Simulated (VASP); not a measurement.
## CoSi (CsCl type): single point with PBE

The system is CoSi (CsCl type).

```
CELL_PARAMETERS angstrom
2.72602 0.00000 0.00000
0.00000 2.72602 0.00000
0.00000 0.00000 2.72602
ATOMIC_POSITIONS crystal
Co 0.00000 0.00000 0.00000
Si 0.50000 0.50000 0.50000
```

```yaml
Program: VASP 6.6.1
Task: single point
Functional: PBE
Potentials_or_basis: VASP PAW PBE potentials, release 64 (Co, Si)
Cutoff: 520 eV
k_mesh: 14 × 14 × 14
Occupations: fermi-dirac, width 0.05 eV
Spin: no spin polarisation
Dipole_correction: no
Further_INCAR_settings: ALGO = Normal; EDIFF = 1e-06; NBANDS = 14
```

```yaml
Pressure: 13.9 GPa
Band_gap_on_the_k_mesh: zero (an odd number of electrons rules out a gap without spin polarisation)
```

Levels at points of the mesh, in eV from the Fermi level:
```tsv
k point	band 4	band 5	band 6	band 7	band 8	band 9	band 10	band 11
(0.00, 0.00, 0.00)	-1.33	-1.33	-1.33	3.24	3.24	3.24	7.81	7.81
(0.50, 0.00, 0.00)	-2.72	-2.72	-1.15	-0.16	6.65	8.72	8.72	9.75
(0.50, 0.50, 0.00)	-4.17	-2.23	-2.23	-0.48	1.92	2.19	8.65	14.01
(0.50, 0.50, 0.50)	-1.25	-0.43	-0.43	1.30	1.30	1.30	3.94	3.94
```

Run time: 19 s on 1 thread of Intel Xeon 8259CL, with other jobs on the host, peak memory 0.15 GiB.

Caveat: the cell stands under pressure; the run has no spin polarisation, though such a crystal can be magnetic. Spin polarisation is off, so any magnetic state and its effect on volume and gap are missing.
